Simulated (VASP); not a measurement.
# AgCl (wurtzite type) (P6_3mc) in VASP: notebook

The runs below take AgCl (wurtzite type) through electric field gradients, with PBE, PBE+D3(BJ).

Program: VASP 6.6.1. These are calculated values, not measurements. Logs are shortened: lines on timing, memory, paths and dates and some standing lists are left out, and cuts for length are marked.

### Step 1. The cell of the first run

Symmetry: P6_3mc, No. 186, hexagonal system. Conventional cell: a = 4.298 Å, b = 4.298 Å, c = 6.946 Å, α = 90.00°, β = 90.00°, γ = 120.00°. Within 3.5 Å of Ag (site symmetry 3m) lie 4 Cl at 2.62 to 2.63 Å. Cl (site symmetry 3m) has 4 Ag at 2.62 to 2.63 Å within 3.5 Å.

### Step 2. Electric field gradients, PBE

The input, INCAR:

```
SYSTEM = AgCl
PREC = Accurate
ENCUT = 520
EDIFF = 1E-8
ISMEAR = -1
SIGMA = 0.05
LREAL = .FALSE.
LASPH = .TRUE.
NELM = 60
ALGO = Normal
ISIF = 2
LWAVE = .FALSE.
LCHARG = .FALSE.
GGA = PE
LEFG = .TRUE.
NBANDS = 26
```

The input, KPOINTS:

```
Automatic mesh
0
G
  11 11 6
  0 0 0
```

The input, POSCAR:

```
AgCl
1.0
    4.2981792161      0.0000000000      0.0000000000
   -2.1490896081      3.7223323912      0.0000000000
    0.0000000000      0.0000000000      6.9458893937
Ag Cl
2 2
Direct
    0.3333333333      0.6666666667     -0.0013968115
    0.6666666667      0.3333333333      0.4986031885
    0.3333333333      0.6666666667      0.3773968115
    0.6666666667      0.3333333333      0.8773968115
```

Potentials or basis: VASP PAW PBE potentials, release 64 (Ag, Cl).

Launch:

```bash
> cat potpaw_PBE.64/Ag/POTCAR potpaw_PBE.64/Cl/POTCAR > POTCAR
> mpirun -np 1 vasp_std > vasp.out
```

OUTCAR:

```text
SYSTEM = AgCl
   PREC = Accurate
   ENCUT = 520
   EDIFF = 1E-8
   ISMEAR = -1
   LREAL = .FALSE.
   LASPH = .TRUE.
   NELM = 60
   ISIF = 2
   GGA = PE

 ion  position               nearest neighbor table
   1  0.333  0.667  0.999-   4 2.62   4 2.62   4 2.62   3 2.63
   2  0.667  0.333  0.499-   3 2.62   3 2.62   3 2.62   4 2.63
   3  0.333  0.667  0.377-   2 2.62   2 2.62   2 2.62   1 2.63
   4  0.667  0.333  0.877-   1 2.62   1 2.62   1 2.62   2 2.63

  LATTYP: Found a hexagonal cell.
 ALAT       =     4.2981792161
 C/A-ratio  =     1.6160073939

  Lattice vectors:

 A1 = (   4.2981792161,   0.0000000000,   0.0000000000)
 A2 = (  -2.1490896081,   3.7223323912,   0.0000000000)
 A3 = (   0.0000000000,   0.0000000000,   6.9458893937)

Analysis of symmetry for initial positions (statically):
=====================================================================
 Subroutine PRICEL returns:
 Original cell was already a primitive cell.

 Routine SETGRP: Setting up the symmetry group for a
 hexagonal supercell.

 Subroutine GETGRP returns: Found 12 space group operations
 (whereof  6 operations were pure point group operations)
 out of a pool of 24 trial point group operations.

The static configuration has the point symmetry C_3v.
 The point group associated with its full space group is C_6v.

Analysis of symmetry for dynamics (positions and initial velocities):
=====================================================================
 Subroutine PRICEL returns:
 Original cell was already a primitive cell.

 Routine SETGRP: Setting up the symmetry group for a
 hexagonal supercell.

 Subroutine GETGRP returns: Found 12 space group operations
 (whereof  6 operations were pure point group operations)
 out of a pool of 24 trial point group operations.

The dynamic configuration has the point symmetry C_3v.
 The point group associated with its full space group is C_6v.

 Subroutine INISYM returns: Found 12 space group operations
 (whereof  6 operations are pure point group operations),
 and found     1 'primitive' translations

----------------------------------------------------------------------------------------

                                     Primitive cell

  volume of cell :     111.1290

  direct lattice vectors                    reciprocal lattice vectors
     4.298179216  0.000000000  0.000000000     0.232656655  0.134324383  0.000000000
    -2.149089608  3.722332391  0.000000000     0.000000000  0.268648765  0.000000000
     0.000000000  0.000000000  6.945889394     0.000000000  0.000000000  0.143970044

  length of vectors
     4.298179216  4.298179216  6.945889394     0.268648765  0.268648765  0.143970044

  position of ions in fractional coordinates (direct lattice)
     0.333333333  0.666666667  0.998603188
     0.666666667  0.333333333  0.498603188
     0.333333333  0.666666667  0.377396811
     0.666666667  0.333333333  0.877396811

  ion indices of the primitive-cell ions
   primitive index   ion index
                 1           1
                 2           2
                 3           3
                 4           4

----------------------------------------------------------------------------------------

 KPOINTS: Automatic mesh

Automatic generation of k-mesh.
 Grid dimensions read from file:
 generate k-points for:   11   11    6

 Generating k-lattice:

  Cartesian coordinates                     Fractional coordinates (reciprocal lattice)
     0.021150605  0.012211308  0.000000000     0.090909091  0.000000000  0.000000000
     0.000000000  0.024422615  0.000000000     0.000000000  0.090909091  0.000000000
     0.000000000  0.000000000  0.023995007     0.000000000  0.000000000  0.166666667

  Length of vectors
     0.024422615  0.024422615  0.023995007

[... 39 lines left out ...]
   dimension x,y,z NGXF=    64 NGYF=   64 NGZF=  108
   ions per type =               2   2
   NGX,Y,Z   is equivalent  to a cutoff of  12.38, 12.38, 12.92 a.u.
   NGXF,Y,Z  is equivalent  to a cutoff of  24.75, 24.75, 25.85 a.u.
 SYSTEM =  AgCl
   PREC   = accura    normal or accurate (medium, high low for compatibility)
   ISTART =      0    job   : 0-new  1-cont  2-samecut
   ICHARG =      2    charge: 1-file 2-atom 10-const
   ISPIN  =      1    spin polarized calculation?
   LNONCOLLINEAR =      F non collinear calculations
   LSORBIT =      F    spin-orbit coupling
   LASPH  =      T    aspherical Exc in radial PAW
   ENCUT  =  520.0 eV  38.22 Ry    6.18 a.u.   7.99  7.99 12.91*2*pi/ulx,y,z
   NELM   =     60;   NELMIN=  2; NELMDL= -5     # of ELM steps
   EDIFF  = 0.1E-07   stopping-criterion for ELM
   LREAL  =      F    real-space projection
   EDIFFG = 0.1E-06   stopping-criterion for IOM
   NSW    =      0    number of steps for IOM
   IBRION =     -1    ionic relax: 0-MD 1-quasi-New 2-CG
   NFREE  =      0    steps in history (QN), initial steepest desc. (CG)
   ISIF   =      2    stress and relaxation
   ISYM   =      2    0-nonsym 1-usesym 2-fastsym
   POTIM  = 0.5000    time-step for ionic-motion
   TEBEG  =    0.0;   TEEND  =   0.0 temperature during run
   PSTRESS=    0.0 pullay stress
   NELECT =      36.0000    total number of electrons
   NUPDOWN=      -1.0000    fix difference up-down
   EMIN   =  10.00;   EMAX   =-10.00  energy-range for DOS
   EFERMI =   0.00;   METHOD = LEGACY
   ISMEAR =    -1;   SIGMA  =   0.05  broadening in eV -4-tet -1-fermi 0-gaus
   EFERMI_NEDOS =   21; number of points for ismear=-14 and -15
   IALGO  =     38    algorithm
   IMIX   =      4    mixing-type and parameters
     AMIX     =   0.40;   BMIX     =  1.00
     AMIX_MAG =   1.60;   BMIX_MAG =  1.00
  volume/ion in A,a.u.               =      27.78       187.48
  Fermi-wavevector in a.u.,A,eV,Ry     =   1.124346  2.124705 17.199846  1.264153
  Thomas-Fermi vector in A             =   2.261017
   LORBIT       =      0    0 simple, 1 ext, 2 COOP (PROOUT), +10 PAW based schemes
   GGA     = PE    functional components
   LHFCALC =     F    Hartree Fock is set to
   AEXX    =    0.0000 exact exchange contribution
   IVDW    =     0    specifies the selected vdW correction
   LEPSILON=     F    determine dielectric tensor
   LRPA    =     F    only Hartree local field effects (RPA)
 non-spin polarized calculation
  energy-cutoff  :      520.00
  volume of cell :      111.13
 maximum number of plane-waves:      3014
 NGX is ok and might be reduce to    32
   NGX = 15   NGY = 15   NGZ = 25

 number of electron      35.9999998 magnetization

 Free energy of the ion-electron system (eV)
  ---------------------------------------------------
  ext. energy  EPLUGINS =         0.00000000
  ---------------------------------------------------
  free energy    TOTEN  =       -10.91253043 eV

  energy without entropy =      -10.91253039  energy(sigma->0) =      -10.91253041

 E-fermi :   2.1462     XC(G=0):  -8.3705

 val. band max:        1.4291864834   @ k =   0.0000   0.0000   0.0000
 cond. band min:       2.7336957134   @ k =   0.0000   0.0000   0.0000
 fundamental gap:      1.3045092301
 Fermi energy:         2.1461729915

 k-point     1 :       0.0000    0.0000    0.0000
  band No.  band energies     occupation
      1     -13.2659      2.00000
      2     -13.0982      2.00000
      3      -2.5193      2.00000
      4      -2.4705      2.00000
      5      -2.4705      2.00000
      6      -2.4188      2.00000
[... 685 lines left out ...]
     25       9.9246      0.00000
     26      10.7577      0.00000

 [... further k-points ...]

------------------------ aborting loop because EDIFF is reached ----------------------------------------

  FORCE on cell =-STRESS in cart. coord.  units (eV):
  Direction    XX          YY          ZZ          XY          YZ          ZX
  --------------------------------------------------------------------------------------
  -------------------------------------------------------------------------------------
  Total       -0.0444511     -0.0444511     -0.0474162      0.0000000      0.0000000     -0.0000000
  in kB       -0.6408629     -0.6408629     -0.6836126      0.0000000      0.0000000     -0.0000000
  external PRESSURE =      -0.6551128 kB  Pullay stress =       0.0000000 kB

 VOLUME and BASIS-vectors are now :
 -----------------------------------------------------------------------------
  energy-cutoff  :      520.00
  volume of cell :      111.13
      direct lattice vectors                 reciprocal lattice vectors
     4.298179216  0.000000000  0.000000000     0.232656655  0.134324383  0.000000000
    -2.149089608  3.722332391  0.000000000     0.000000000  0.268648765  0.000000000
     0.000000000  0.000000000  6.945889394     0.000000000  0.000000000  0.143970044

 POSITION                                       TOTAL-FORCE (eV/Angst)
 -----------------------------------------------------------------------------------
     -0.00000      2.48155      6.93619        -0.000000      0.000000     -0.002685
      2.14909      1.24078      3.46324         0.000000      0.000000     -0.002685
     -0.00000      2.48155      2.62136        -0.000000      0.000000      0.002685
      2.14909      1.24078      6.09430        -0.000000     -0.000000      0.002685
 -----------------------------------------------------------------------------------
    total drift:                               -0.000000      0.000000     -0.000708

  FREE ENERGIE OF THE ION-ELECTRON SYSTEM (eV)
  ---------------------------------------------------
  free  energy   TOTEN  =       -10.9125304281 eV

  energy  without entropy=      -10.9125303940  energy(sigma->0) =      -10.91253041

 Electric field gradients (V/A^2)
---------------------------------------------------------------------
 ion       V_xx      V_yy      V_zz      V_xy      V_xz      V_yz
---------------------------------------------------------------------
   1      -1.899    -1.900     3.798    -0.001    -0.000     0.000
   2      -1.899    -1.900     3.798    -0.001     0.000    -0.000
   3       1.391     1.390    -2.781    -0.001     0.000    -0.000
   4       1.391     1.390    -2.781    -0.001    -0.000     0.000
---------------------------------------------------------------------

 Electric field gradients after diagonalization (V/A^2)
 (convention: |V_zz| > |V_xx| > |V_yy|)
----------------------------------------------------------------------
 ion       V_xx      V_yy      V_zz     asymmetry (V_yy - V_xx)/ V_zz
----------------------------------------------------------------------
   1      -1.900    -1.898     3.798       0.000
   2      -1.900    -1.898     3.798       0.000
   3       1.391     1.390    -2.781       0.000
   4       1.391     1.390    -2.781       0.000
----------------------------------------------------------------------

           NMR quadrupolar parameters

 Cq : quadrupolar parameter    Cq=e*Q*V_zz/h
 eta: asymmetry parameters     (V_yy - V_xx)/ V_zz
 Q  : nuclear electric quadrupole moment in mb (millibarn)
----------------------------------------------------------------------
 ion       Cq(MHz)       eta       Q (mb)
----------------------------------------------------------------------
   1       0.009       0.000       1.000
   2       0.009       0.000       1.000
   3      -0.007       0.000       1.000
   4      -0.007       0.000       1.000
----------------------------------------------------------------------
```

Run time: 4 min. Hardware: 1 thread of Intel Xeon 8259CL, shared host; peak memory 0.32 GiB.

Results:

```yaml
Free_energy: -10.9125 eV
Pressure: -0.1 GPa
Band_gap_on_the_k_mesh: 1.30 eV
Largest_electric_field_gradient_by_atom: Ag +3.8; Cl -2.8 V/Å²
```

Forces on the atoms (eV/Å):
```
Ag   0.000  0.000 -0.003
Ag   0.000  0.000 -0.003
Cl   0.000  0.000  0.003
Cl   0.000  0.000  0.003
```

Electric field gradients, principal values (V/Å²):
```csv
atom,least,middle,greatest (by size)
1 Ag,-1.898,-1.900,3.798
2 Ag,-1.898,-1.900,3.798
3 Cl,1.390,1.391,-2.781
4 Cl,1.390,1.391,-2.781
```

Caveat: without QUAD_EFG the Cq values of the log hold for a quadrupole moment of 1 mb, not for the nuclei. A k mesh can miss the band edges.

### Step 3. Electric field gradients, PBE+D3(BJ)

The input, INCAR:

```
SYSTEM = AgCl
ALGO = Normal
EDIFF = 1E-8
ENCUT = 520
GGA = PE
ISIF = 2
ISMEAR = -1
IVDW = 12
LASPH = .TRUE.
LCHARG = .FALSE.
LEFG = .TRUE.
LREAL = .FALSE.
LWAVE = .FALSE.
NBANDS = 26
NELM = 80
PREC = Accurate
SIGMA = 0.05
```

The input, KPOINTS:

```
k-points
0
G
  11 11 6
  0 0 0
```

POSCAR is that of step 2.

Potentials or basis: VASP PAW PBE potentials, release 64 (Ag, Cl).

Launch:

```bash
> cat potpaw_PBE.64/Ag/POTCAR potpaw_PBE.64/Cl/POTCAR > POTCAR
> mpirun -np 1 vasp_std > vasp.out
```

OUTCAR:

```text
SYSTEM = AgCl
   EDIFF = 1E-8
   ENCUT = 520
   GGA = PE
   ISIF = 2
   ISMEAR = -1
   IVDW = 12
   LASPH = .TRUE.
   LREAL = .FALSE.
   NELM = 80
   PREC = Accurate
 IVDW          = 12

 ion  position               nearest neighbor table
   1  0.333  0.667  0.999-   4 2.62   4 2.62   4 2.62   3 2.63
   2  0.667  0.333  0.499-   3 2.62   3 2.62   3 2.62   4 2.63
   3  0.333  0.667  0.377-   2 2.62   2 2.62   2 2.62   1 2.63
   4  0.667  0.333  0.877-   1 2.62   1 2.62   1 2.62   2 2.63

  LATTYP: Found a hexagonal cell.
 ALAT       =     4.2981792161
 C/A-ratio  =     1.6160073939

  Lattice vectors:

 A1 = (   4.2981792161,   0.0000000000,   0.0000000000)
 A2 = (  -2.1490896081,   3.7223323912,   0.0000000000)
 A3 = (   0.0000000000,   0.0000000000,   6.9458893937)

Analysis of symmetry for initial positions (statically):
=====================================================================
 Subroutine PRICEL returns:
 Original cell was already a primitive cell.

 Routine SETGRP: Setting up the symmetry group for a
 hexagonal supercell.

 Subroutine GETGRP returns: Found 12 space group operations
 (whereof  6 operations were pure point group operations)
 out of a pool of 24 trial point group operations.

The static configuration has the point symmetry C_3v.
 The point group associated with its full space group is C_6v.

Analysis of symmetry for dynamics (positions and initial velocities):
=====================================================================
 Subroutine PRICEL returns:
 Original cell was already a primitive cell.
[... 867 lines left out ...]

 Edisp (eV)   -0.97553

 E8    (eV) :    -0.3869

  FORCE on cell =-STRESS in cart. coord.  units (eV):
  Direction    XX          YY          ZZ          XY          YZ          ZX
  --------------------------------------------------------------------------------------
  -------------------------------------------------------------------------------------
  Total      -1.15007    -1.15007    -1.15829     0.00000     0.00000    -0.00000
  in kB     -16.58091   -16.58091   -16.69932     0.00000     0.00000    -0.00000
  external pressure =      -16.62 kB  Pullay stress =        0.00 kB

 VOLUME and BASIS-vectors are now :
 -----------------------------------------------------------------------------
  energy-cutoff  :      520.00
  volume of cell :      111.13
      direct lattice vectors                 reciprocal lattice vectors
     4.298179216  0.000000000  0.000000000     0.232656655  0.134324383  0.000000000
    -2.149089608  3.722332391  0.000000000     0.000000000  0.268648765  0.000000000
     0.000000000  0.000000000  6.945889394     0.000000000  0.000000000  0.143970044

 POSITION                                       TOTAL-FORCE (eV/Angst)
 -----------------------------------------------------------------------------------
     -0.00000      2.48155      6.93619         0.000000     -0.000000     -0.002930
      2.14909      1.24078      3.46324        -0.000000      0.000000     -0.002930
     -0.00000      2.48155      2.62136         0.000000     -0.000000      0.002930
      2.14909      1.24078      6.09430        -0.000000     -0.000000      0.002930
 -----------------------------------------------------------------------------------
    total drift:                               -0.000000      0.000000     -0.000708

  FREE ENERGIE OF THE ION-ELECTRON SYSTEM (eV)
  ---------------------------------------------------
  free  energy   TOTEN  =       -11.8880629712 eV

  energy  without entropy=      -11.8880629370  energy(sigma->0) =      -11.88806295

 Electric field gradients (V/A^2)
---------------------------------------------------------------------
 ion       V_xx      V_yy      V_zz      V_xy      V_xz      V_yz
---------------------------------------------------------------------
   1      -1.899    -1.900     3.798    -0.001    -0.000     0.000
   2      -1.899    -1.900     3.798    -0.001     0.000    -0.000
   3       1.391     1.390    -2.781    -0.001     0.000    -0.000
   4       1.391     1.390    -2.781    -0.001    -0.000     0.000
---------------------------------------------------------------------

 Electric field gradients after diagonalization (V/A^2)
 (convention: |V_zz| > |V_xx| > |V_yy|)
----------------------------------------------------------------------
 ion       V_xx      V_yy      V_zz     asymmetry (V_yy - V_xx)/ V_zz
----------------------------------------------------------------------
   1      -1.900    -1.898     3.798       0.000
   2      -1.900    -1.898     3.798       0.000
   3       1.391     1.390    -2.781       0.000
   4       1.391     1.390    -2.781       0.000
----------------------------------------------------------------------

           NMR quadrupolar parameters

 Cq : quadrupolar parameter    Cq=e*Q*V_zz/h
 eta: asymmetry parameters     (V_yy - V_xx)/ V_zz
 Q  : nuclear electric quadrupole moment in mb (millibarn)
----------------------------------------------------------------------
 ion       Cq(MHz)       eta       Q (mb)
----------------------------------------------------------------------
   1       0.009       0.000       1.000
   2       0.009       0.000       1.000
   3      -0.007       0.000       1.000
   4      -0.007       0.000       1.000
----------------------------------------------------------------------
```

Run time: 3.9 min. Hardware: 1 thread of Intel Xeon 8259CL, shared host; peak memory 0.33 GiB.

What came out:

| Quantity | Value |
| --- | --- |
| Free energy | -11.8881 eV |
| Pressure | -1.7 GPa |
| Band gap on the k mesh | 1.30 eV |
| Largest electric field gradient by atom | Ag +3.8; Cl -2.8 V/Å² |
| Dispersion energy per atom | -0.244 eV |

Forces in eV/Å, atoms in the order of the input:
```
Ag   0.000  0.000 -0.003
Ag   0.000  0.000 -0.003
Cl   0.000  0.000  0.003
Cl   0.000  0.000  0.003
```

Electric field gradients, principal values (V/Å²):
```csv
atom,least,middle,greatest (by size)
1 Ag,-1.898,-1.900,3.798
2 Ag,-1.898,-1.900,3.798
3 Cl,1.390,1.391,-2.781
4 Cl,1.390,1.391,-2.781
```

Caveat: three body term missing; without QUAD_EFG the Cq values of the log hold for a quadrupole moment of 1 mb, not for the nuclei. A k mesh can miss the band edges.
